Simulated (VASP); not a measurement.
# Mo (Fd-3m) in VASP: further runs

Runs on Mo. Level: PBE. Tasks: single point.

Program: VASP 6.6.1. These are calculated values, not measurements. Logs are shortened: lines on timing, memory, paths and dates and some standing lists are left out, and cuts for length are marked.

## 1. The cell of the first run

It takes space group Fd-3m (No. 227, cubic). Conventional cell: a = 4.967 Å, b = 4.967 Å, c = 4.967 Å, α = 90.00°, β = 90.00°, γ = 90.00°. Mo (site symmetry -43m) has 4 Mo at 2.15 Å within 2.8 Å.

This isn't the form of Mo at room conditions, which is bcc.

## 2. Single point, PBE

INCAR

```
ALGO = Normal
EDIFF = 1E-6
ENCUT = 500
GGA = PE
GGA_COMPAT = False
ISIF = 2
ISMEAR = -1
LASPH = True
LCHARG = True
LELF = True
LREAL = False
LVHAR = True
LWAVE = False
NBANDS = 21
NELM = 120
PREC = Accurate
SIGMA = 0.08
```

KPOINTS

```
k-points
0
Gamma
  13 13 13
```

POSCAR

```
Mo
1.0
    0.0000000000      2.4833104874      2.4833104874
    2.4833104874      0.0000000000      2.4833104874
    2.4833104874      2.4833104874      0.0000000000
Mo
2
Direct
   -0.1250000000     -0.1250000000     -0.1250000000
    0.1250000000      0.1250000000      0.1250000000
```

Potentials or basis: VASP PAW PBE potentials, release 64 (Mo_sv).

Started as:

```console
cat potpaw_PBE.64/Mo_sv/POTCAR > POTCAR
mpirun -np 1 vasp_std > vasp.out
```

OUTCAR:

```text
EDIFF = 1E-6
   ENCUT = 500
   GGA = PE
   ISIF = 2
   ISMEAR = -1
   LASPH = True
   LREAL = False
   NELM = 120
   PREC = Accurate

 ion  position               nearest neighbor table
   1  0.875  0.875  0.875-   2 2.15   2 2.15   2 2.15   2 2.15
   2  0.125  0.125  0.125-   1 2.15   1 2.15   1 2.15   1 2.15

  LATTYP: Found a face centered cubic cell.
 ALAT       =     4.9666209748

  Lattice vectors:

 A1 = (   0.0000000000,   2.4833104874,   2.4833104874)
 A2 = (   2.4833104874,   0.0000000000,   2.4833104874)
 A3 = (   2.4833104874,   2.4833104874,   0.0000000000)

Analysis of symmetry for initial positions (statically):
=====================================================================
 Subroutine PRICEL returns:
 Original cell was already a primitive cell.

 Routine SETGRP: Setting up the symmetry group for a
 face centered cubic supercell.

 Subroutine GETGRP returns: Found 48 space group operations
 (whereof 12 operations were pure point group operations)
 out of a pool of 48 trial point group operations.

The static configuration has the point symmetry D_3d.
 The point group associated with its full space group is O_h .

Analysis of symmetry for dynamics (positions and initial velocities):
=====================================================================
 Subroutine PRICEL returns:
 Original cell was already a primitive cell.

 Routine SETGRP: Setting up the symmetry group for a
 face centered cubic supercell.

 Subroutine GETGRP returns: Found 48 space group operations
 (whereof 12 operations were pure point group operations)
 out of a pool of 48 trial point group operations.

The dynamic configuration has the point symmetry D_3d.
 The point group associated with its full space group is O_h .

 Subroutine INISYM returns: Found 48 space group operations
 (whereof 12 operations are pure point group operations),
 and found     1 'primitive' translations

----------------------------------------------------------------------------------------

                                     Primitive cell

  volume of cell :      30.6283

  direct lattice vectors                    reciprocal lattice vectors
     0.000000000  2.483310487  2.483310487    -0.201344134  0.201344134  0.201344134
[... 80 lines left out ...]
   ISPIN  =      1    spin polarized calculation?
   LNONCOLLINEAR =      F non collinear calculations
   LSORBIT =      F    spin-orbit coupling
   LASPH  =      T    aspherical Exc in radial PAW
   ENCUT  =  500.0 eV  36.75 Ry    6.06 a.u.   6.40  6.40  6.40*2*pi/ulx,y,z
   NELM   =    120;   NELMIN=  2; NELMDL= -5     # of ELM steps
   EDIFF  = 0.1E-05   stopping-criterion for ELM
   LREAL  =      F    real-space projection
   EDIFFG = 0.1E-04   stopping-criterion for IOM
   NSW    =      0    number of steps for IOM
   IBRION =     -1    ionic relax: 0-MD 1-quasi-New 2-CG
   NFREE  =      0    steps in history (QN), initial steepest desc. (CG)
   ISIF   =      2    stress and relaxation
   ISYM   =      2    0-nonsym 1-usesym 2-fastsym
   POTIM  = 0.5000    time-step for ionic-motion
   TEBEG  =    0.0;   TEEND  =   0.0 temperature during run
   PSTRESS=    0.0 pullay stress
   NELECT =      28.0000    total number of electrons
   NUPDOWN=      -1.0000    fix difference up-down
   EMIN   =  10.00;   EMAX   =-10.00  energy-range for DOS
   EFERMI =   0.00;   METHOD = LEGACY
   ISMEAR =    -1;   SIGMA  =   0.08  broadening in eV -4-tet -1-fermi 0-gaus
   EFERMI_NEDOS =   21; number of points for ismear=-14 and -15
   IALGO  =     38    algorithm
   IMIX   =      4    mixing-type and parameters
     AMIX     =   0.40;   BMIX     =  1.00
     AMIX_MAG =   1.60;   BMIX_MAG =  1.00
  volume/ion in A,a.u.               =      15.31       103.35
  Fermi-wavevector in a.u.,A,eV,Ry     =   1.588863  3.002516 34.347718  2.524486
  Thomas-Fermi vector in A             =   2.687801
   LORBIT       =      0    0 simple, 1 ext, 2 COOP (PROOUT), +10 PAW based schemes
   GGA     = PE    functional components
   LHFCALC =     F    Hartree Fock is set to
   AEXX    =    0.0000 exact exchange contribution
   IVDW    =     0    specifies the selected vdW correction
   LEPSILON=     F    determine dielectric tensor
   LRPA    =     F    only Hartree local field effects (RPA)
 non-spin polarized calculation
  energy-cutoff  :      500.00
  volume of cell :       30.63
 maximum number of plane-waves:       794
 NGX is ok and might be reduce to    28
   NGX = 13   NGY = 13   NGZ = 13

 number of electron      28.0000004 magnetization

 Free energy of the ion-electron system (eV)
  ---------------------------------------------------
  ext. energy  EPLUGINS =         0.00000000
  ---------------------------------------------------
  free energy    TOTEN  =       -13.92218707 eV

  energy without entropy =      -13.88747455  energy(sigma->0) =      -13.90483081

 E-fermi :  12.5749     XC(G=0): -12.9982

 val. band max:       12.5554532527   @ k =   0.3077   0.1538   0.0769
 cond. band min:      12.5817195714   @ k =   0.3846   0.1538   0.0000
 fundamental gap:      0.0262663187
 Fermi energy:        12.5748813592

 k-point     1 :       0.0000    0.0000    0.0000
  band No.  band energies     occupation
      1     -49.1085      2.00000
      2     -46.6420      2.00000
      3     -23.7339      2.00000
      4     -23.7339      2.00000
      5     -23.7339      2.00000
      6     -20.9360      2.00000
[... 565 lines left out ...]
     20      20.2410      0.00000
     21      24.7127      0.00000

 [... further k-points ...]

------------------------ aborting loop because EDIFF is reached ----------------------------------------

  FORCE on cell =-STRESS in cart. coord.  units (eV):
  Direction    XX          YY          ZZ          XY          YZ          ZX
  --------------------------------------------------------------------------------------
  -------------------------------------------------------------------------------------
  Total       19.7791016     19.7791016     19.7791016      0.0000000      0.0000000      0.0000000
  in kB     1034.6514727   1034.6514727   1034.6514727      0.0000000      0.0000000      0.0000000
  external PRESSURE =    1034.6514727 kB  Pullay stress =       0.0000000 kB

 VOLUME and BASIS-vectors are now :
 -----------------------------------------------------------------------------
  energy-cutoff  :      500.00
  volume of cell :       30.63
      direct lattice vectors                 reciprocal lattice vectors
     0.000000000  2.483310487  2.483310487    -0.201344134  0.201344134  0.201344134
     2.483310487  0.000000000  2.483310487     0.201344134 -0.201344134  0.201344134
     2.483310487  2.483310487  0.000000000     0.201344134  0.201344134 -0.201344134

 POSITION                                       TOTAL-FORCE (eV/Angst)
 -----------------------------------------------------------------------------------
      4.34579      4.34579      4.34579        -0.000000     -0.000000     -0.000000
      0.62083      0.62083      0.62083         0.000000      0.000000      0.000000
 -----------------------------------------------------------------------------------
    total drift:                                0.000000     -0.000000     -0.000000

  FREE ENERGIE OF THE ION-ELECTRON SYSTEM (eV)
  ---------------------------------------------------
  free  energy   TOTEN  =       -13.9221870659 eV

  energy  without entropy=      -13.8874745537  energy(sigma->0) =      -13.90483081
```

stdout:

```text
POSCAR found type information on POSCAR Mo
 POSCAR found :  1 types and       2 ions
 scaLAPACK will be used
 LDA part: xc-table for (Slater+PW92), standard interpolation
 POSCAR, INCAR and KPOINTS ok, starting setup
 FFT: planning ... GRIDC
 FFT: planning ... GRID_SOFT
 FFT: planning ... GRID
 WAVECAR not read
 entering main loop
```

Wall time 61 s (1 thread of Intel Xeon 8259CL, shared host); peak memory 0.18 GiB.

Results:

* Free energy: -13.9222 eV
* Pressure: 103.5 GPa
* Band gap on the k mesh: zero (bands 14 and 15 overlap by 0.93 eV)

Caveat: the cell stands under pressure.

## 3. Single point, PBE

INCAR

```
SYSTEM = Mo
  PREC = Accurate
  ENCUT = 500
  EDIFF = 1E-6
  ISMEAR = -1
  SIGMA = 0.08
  LREAL = .FALSE.
  LASPH = .TRUE.
  NELM = 120
  ALGO = Normal
  ISIF = 2
  LWAVE = .FALSE.
  LCHARG = .FALSE.
  GGA = PE
  NBANDS = 21
  GGA_COMPAT = .FALSE.
```

KPOINTS

```
Automatic mesh
0
G
  13 13 13
  0 0 0
```

POSCAR is that of step 2.

Potentials or basis: VASP PAW PBE potentials, release 64 (Mo_sv).

Started as:

```console
cat potpaw_PBE.64/Mo_sv/POTCAR > POTCAR
mpirun -np 1 vasp_std > vasp.out
```

OUTCAR:

```text
SYSTEM = Mo
   PREC = Accurate
   ENCUT = 500
   EDIFF = 1E-6
   ISMEAR = -1
   LREAL = .FALSE.
   LASPH = .TRUE.
   NELM = 120
   ISIF = 2
   GGA = PE

 ion  position               nearest neighbor table
   1  0.875  0.875  0.875-   2 2.15   2 2.15   2 2.15   2 2.15
   2  0.125  0.125  0.125-   1 2.15   1 2.15   1 2.15   1 2.15

  LATTYP: Found a face centered cubic cell.
 ALAT       =     4.9666209748

  Lattice vectors:

 A1 = (   0.0000000000,   2.4833104874,   2.4833104874)
 A2 = (   2.4833104874,   0.0000000000,   2.4833104874)
 A3 = (   2.4833104874,   2.4833104874,   0.0000000000)

Analysis of symmetry for initial positions (statically):
=====================================================================
 Subroutine PRICEL returns:
 Original cell was already a primitive cell.

 Routine SETGRP: Setting up the symmetry group for a
 face centered cubic supercell.

 Subroutine GETGRP returns: Found 48 space group operations
 (whereof 12 operations were pure point group operations)
 out of a pool of 48 trial point group operations.

[... 152 lines left out ...]
   NGX = 13   NGY = 13   NGZ = 13

 number of electron      28.0000004 magnetization

 Free energy of the ion-electron system (eV)
  ---------------------------------------------------
  ext. energy  EPLUGINS =         0.00000000
  ---------------------------------------------------
  free energy    TOTEN  =       -13.92218707 eV

  energy without entropy =      -13.88747455  energy(sigma->0) =      -13.90483081

 E-fermi :  12.5749     XC(G=0): -12.9982

 val. band max:       12.5554532527   @ k =   0.3077   0.1538   0.0769
 cond. band min:      12.5817195714   @ k =   0.3846   0.1538   0.0000
 fundamental gap:      0.0262663187
 Fermi energy:        12.5748813592

 k-point     1 :       0.0000    0.0000    0.0000
  band No.  band energies     occupation
      1     -49.1085      2.00000
      2     -46.6420      2.00000
      3     -23.7339      2.00000
      4     -23.7339      2.00000
      5     -23.7339      2.00000
      6     -20.9360      2.00000
[... 565 lines left out ...]
     20      20.2410      0.00000
     21      24.7127      0.00000

 [... further k-points ...]
[... 5 lines left out ...]
  --------------------------------------------------------------------------------------
  -------------------------------------------------------------------------------------
  Total       19.7791016     19.7791016     19.7791016      0.0000000      0.0000000      0.0000000
  in kB     1034.6514727   1034.6514727   1034.6514727      0.0000000      0.0000000      0.0000000
  external PRESSURE =    1034.6514727 kB  Pullay stress =       0.0000000 kB

 VOLUME and BASIS-vectors are now :
 -----------------------------------------------------------------------------
  energy-cutoff  :      500.00
  volume of cell :       30.63
      direct lattice vectors                 reciprocal lattice vectors
     0.000000000  2.483310487  2.483310487    -0.201344134  0.201344134  0.201344134
     2.483310487  0.000000000  2.483310487     0.201344134 -0.201344134  0.201344134
     2.483310487  2.483310487  0.000000000     0.201344134  0.201344134 -0.201344134

 POSITION                                       TOTAL-FORCE (eV/Angst)
 -----------------------------------------------------------------------------------
      4.34579      4.34579      4.34579        -0.000000     -0.000000     -0.000000
      0.62083      0.62083      0.62083         0.000000      0.000000      0.000000
 -----------------------------------------------------------------------------------
    total drift:                                0.000000     -0.000000     -0.000000

  FREE ENERGIE OF THE ION-ELECTRON SYSTEM (eV)
  ---------------------------------------------------
  free  energy   TOTEN  =       -13.9221870659 eV

  energy  without entropy=      -13.8874745537  energy(sigma->0) =      -13.90483081
```

OSZICAR:

```text
N       E                     dE             d eps       ncg     rms          rms(c)
DAV:   1     0.308746239515E+03    0.30875E+03   -0.17719E+04  3528   0.137E+03
DAV:   2    -0.786985560903E+01   -0.31662E+03   -0.30776E+03  4011   0.446E+02
DAV:   3    -0.140649148903E+02   -0.61951E+01   -0.61346E+01  4017   0.648E+01
DAV:   4    -0.140955041570E+02   -0.30589E-01   -0.30570E-01  3838   0.494E+00
DAV:   5    -0.140957652832E+02   -0.26113E-03   -0.26112E-03  4006   0.418E-01    0.402E+01
DAV:   6    -0.139758191921E+02    0.11995E+00   -0.49576E-02  3638   0.227E+00    0.232E+01
DAV:   7    -0.139223128296E+02    0.53506E-01   -0.74312E-02  3748   0.265E+00    0.460E-01
DAV:   8    -0.139221997085E+02    0.11312E-03   -0.20338E-03  4068   0.448E-01    0.943E-02
DAV:   9    -0.139221874301E+02    0.12278E-04   -0.56206E-05  3818   0.686E-02    0.378E-02
DAV:  10    -0.139221872588E+02    0.17131E-06   -0.10675E-05  4177   0.279E-02    0.362E-03
DAV:  11    -0.139221870659E+02    0.19292E-06   -0.29886E-07  2034   0.514E-03
   1 F= -.13922187E+02 E0= -.13904831E+02  d E =-.347125E-01
```

Run time: 67 s. Hardware: 1 thread of Intel Xeon 8259CL, shared host; peak memory 0.18 GiB.

What came out:

```
Free energy            : -13.9222 eV
Pressure               : 103.5 GPa
Band gap on the k mesh : zero (bands 14 and 15 overlap by 0.93 eV)
```

Caveat: the cell stands under pressure.
